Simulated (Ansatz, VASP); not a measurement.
## One calculation of AlRu, two programs

Contents of POSCAR:

```
AlRu
1.0
    2.8152033840      0.0000000000      0.0000000000
    0.0000000000      2.8152033840      0.0000000000
    0.0000000000      0.0000000000      3.3782440608
Al Ru
1 1
Direct
    0.0000000000      0.0000000000      0.0000000000
    0.5000000000      0.5000000000      0.5000000000
```

Contents of INCAR.step1:

```
ALGO     = Normal         # electronic algorithm
EDIFF    = 1E-4           # SCF threshold, eV
ENCUT    = 520            # plane-wave cutoff, eV
GGA      = PE             # functional
ISMEAR   = 0              # smearing method
LASPH    = T              # aspherical terms in the spheres
LCHARG   = F              # write CHGCAR
LREAL    = F              # projectors in reciprocal space
LWAVE    = T              # write WAVECAR
NBANDS   = 16             # bands
NELM     = 60             # most SCF steps
PREC     = Accurate       # precision mode
SIGMA    = 0.15           # smearing width, eV
```

The input INCAR.step2:

```
ALGO     = Normal         # electronic algorithm
EDIFF    = 1E-6           # SCF threshold, eV
ENCUT    = 520            # plane-wave cutoff, eV
ISIF     = 2              # what is computed and relaxed
ISMEAR   = 0              # smearing method
ISTART   = 1            
LASPH    = T              # aspherical terms in the spheres
LCHARG   = F              # write CHGCAR
LMIXTAU  = T            
LREAL    = F              # projectors in reciprocal space
LWAVE    = F              # write WAVECAR
METAGGA  = R2SCAN         # meta-GGA
NBANDS   = 16             # bands
NELM     = 60             # most SCF steps
PREC     = Accurate       # precision mode
SIGMA    = 0.15           # smearing width, eV
```

KPOINTS

```
k-points
0
Gamma
  18 18 18
```

Input for Ansatz:

```yaml
crystal:
  lattice:
    - [2.815203384, 0.0, 0.0]
    - [0.0, 2.815203384, 0.0]
    - [0.0, 0.0, 3.3782440608]
  atoms:
    - { symbol: Al, position: [0.0, 0.0, 0.0] }
    - { symbol: Ru, position: [0.5, 0.5, 0.5] }
basis:
  ecutwfc: 500
kpoints:
  mp_grid: { grid: [18, 18, 18] }
hamiltonian:
  xc: r2scan
scf:
  occupations: { method: gaussian, width: 0.15 }
output:
  forces: true
  stress: true
  eigenvalues: true
```

Alike in both runs: task single point; functional r2SCAN; k mesh 18 × 18 × 18; occupations gaussian, width 0.15 eV; no spin polarisation.

|  | VASP | Ansatz |
| --- | --- | --- |
| version | VASP 6.6.1 | Ansatz 0.2.0 |
| potentials or method | VASP PAW PBE potentials, release 64 (Al, Ru_pv), cutoff 520 eV | scalar-relativistic, plane waves, PAW |
| valence electrons in the cell | 17 | 19 |

|  | VASP | Ansatz | Ansatz less VASP |
| --- | --- | --- | --- |
| gap on the k mesh at the Fermi level (eV) | none | none | - |
| pressure (GPa) | 1.5 | 1.3 | -0.15 |
| traceless stress, the component that is largest in VASP (GPa) | -19.53 | -19.44 | +0.094 |

VASP's potentials were made for PBE, not for r2SCAN. A gap of «none» marks a metal or a gap that the smearing closes. The functional is the same, so the differences come from potentials, cutoffs and numerics. VASP's potentials hold 17 valence electrons a cell and Ansatz's 19, so a difference there can come from the potentials and not from the codes.
